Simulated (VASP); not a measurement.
Wanted: the native input for a VASP 6.6.1 run.

```yaml
Task: single point
Functional: PBE
Potentials_or_basis: VASP PAW PBE potentials, release 64 (Ta_pv, Si)
Cutoff: 520 eV
k_mesh: 12 × 12 × 8
Occupations: gaussian, width 0.1 eV
Spin: no spin polarisation
Dipole_correction: no
Further_INCAR_settings: ALGO = Normal; EDIFF = 1e-07; NBANDS = 24
```

The structure of TaSi5 lies in POSCAR:

```
TaSi5
1.0
    4.4986706907      0.0000000000      0.0000000000
   -2.2493353453      3.8959631014      0.0000000000
    0.0000000000      0.0000000000      5.0625834166
Ta Si
1 5
Direct
    0.0000000000      0.0000000000      0.0000000000
    0.3333333333      0.6666666667      0.7521441449
    0.3333333333      0.6666666667      0.2478558551
    0.6666666667      0.3333333333      0.2478558551
    0.6666666667      0.3333333333      0.7521441449
    0.0000000000      0.0000000000      0.5000000000
```

These files were run (other wordings do the same):

INCAR

```
SYSTEM = TaSi5
PREC     = Accurate       ! precision mode
ENCUT    = 520            ! plane-wave cutoff, eV
EDIFF    = 1E-7           ! SCF threshold, eV
ISMEAR   = 0              ! smearing method
SIGMA    = 0.1            ! smearing width, eV
LREAL    = .False.        ! projectors in reciprocal space
LASPH    = .True.         ! aspherical terms in the spheres
NELM     = 100            ! most SCF steps
ALGO     = Normal         ! electronic algorithm
ISIF     = 2              ! what is computed and relaxed
LWAVE    = .False.        ! write WAVECAR
LCHARG   = .False.        ! write CHGCAR
GGA      = PE             ! functional
NBANDS   = 24             ! bands
```

KPOINTS

```
regular mesh
0
Gamma
  12 12 8
  0 0 0
```

Potentials or basis: VASP PAW PBE potentials, release 64 (Ta_pv, Si).

Command:

```bash
$ cat potpaw_PBE.64/Ta_pv/POTCAR potpaw_PBE.64/Si/POTCAR > POTCAR
$ mpirun -np 1 vasp_std > vasp.out
```

It gave:

The pressure is 0.0 GPa.

Wall time 2.4 min on 1 thread of Intel(R) Xeon(R) Platinum 8259CL CPU @ 2.50GHz (Skylake/Cascade Lake), with other jobs on the host, peak memory 0.33 GiB.
